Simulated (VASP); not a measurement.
**MoS2: phonons with PBE+D3(BJ)**

The system is MoS2.

```xyz
6
Lattice="3.1492 0.0000 0.0000 -1.5746 2.7273 0.0000 0.0000 0.0000 12.0897" Properties=species:S:1:pos:R:3 pbc="T T T"
Mo    0.0000    1.8182    3.0224
Mo    1.5746    0.9091    9.0673
S     0.0000    1.8182    7.5014
S     1.5746    0.9091    1.4566
S     0.0000    1.8182   10.6332
S     1.5746    0.9091    4.5883
```

```yaml
Program: VASP 6.6.1
Task: phonons
Functional: PBE
Dispersion: D3(BJ)
Potentials_or_basis: VASP PAW PBE potentials, release 64 (Mo_sv, S)
Cutoff: 520 eV
k_mesh: 8 × 8 × 2
Occupations: gaussian, width 0.01 eV
Spin: no spin polarisation
Dipole_correction: no
Further_INCAR_settings: ALGO = Normal; EDIFF = 1e-08; IBRION = 6; POTIM = 0.015; NSW = 1
```

```json
{
 "Highest phonon frequency at Γ, LO-TO splitting left out": "469 cm⁻¹",
 "Dispersion energy per atom": "-0.438 eV"
}
```

Phonon frequencies in cm⁻¹ (negative: imaginary):
| q point | frequencies |
| --- | --- |
| (0.000, 0.000, 0.000) | 0 0 0 36 36 63 281 281 284 284 379 379 380 380 401 410 463 469 |

Wall time 13 min on 1 thread of AMD EPYC 9R14 (Zen 4), with other jobs on the host, peak memory 0.41 GiB.
